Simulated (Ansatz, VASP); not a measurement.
# One calculation of Mg, two programs

```
CELL_PARAMETERS angstrom
2.95253 0.00000 0.00000
-1.47626 2.55697 0.00000
0.00000 0.00000 5.21033
ATOMIC_POSITIONS crystal
Mg 0.33333 0.66667 0.25000
Mg 0.66667 0.33333 0.75000
```

Change from the starting cell: strain -0.080 along x and y, +0.000 along z, atoms carried along.

Alike in both runs: task single point; functional PBEsol; k mesh 18 × 18 × 10; occupations gaussian, width 0.15 eV; no spin polarisation.

```csv
,VASP,Ansatz
version,VASP 6.6.1,Ansatz 0.2.0
potentials or method,"VASP PAW PBE potentials, release 64 (Mg), cutoff 520 eV","scalar-relativistic, plane waves, PAW"
valence electrons in the cell,4,20
```

VASP gave:

* gap on the k mesh at the Fermi level (eV): none
* pressure (GPa): 7.1
* traceless stress, the component that is largest in VASP (GPa): -4.74

Question: What did Ansatz give for the same quantities?

Answer: gap on the k mesh at the Fermi level (eV): none; pressure (GPa): 7.1; traceless stress, the component that is largest in VASP (GPa): -4.69.

VASP's potentials were made for PBE, not for PBEsol. A gap of «none» marks a metal or a gap that the smearing closes. VASP's potentials hold 4 valence electrons a cell and Ansatz's 20, so a difference there can come from the potentials and not from the codes.
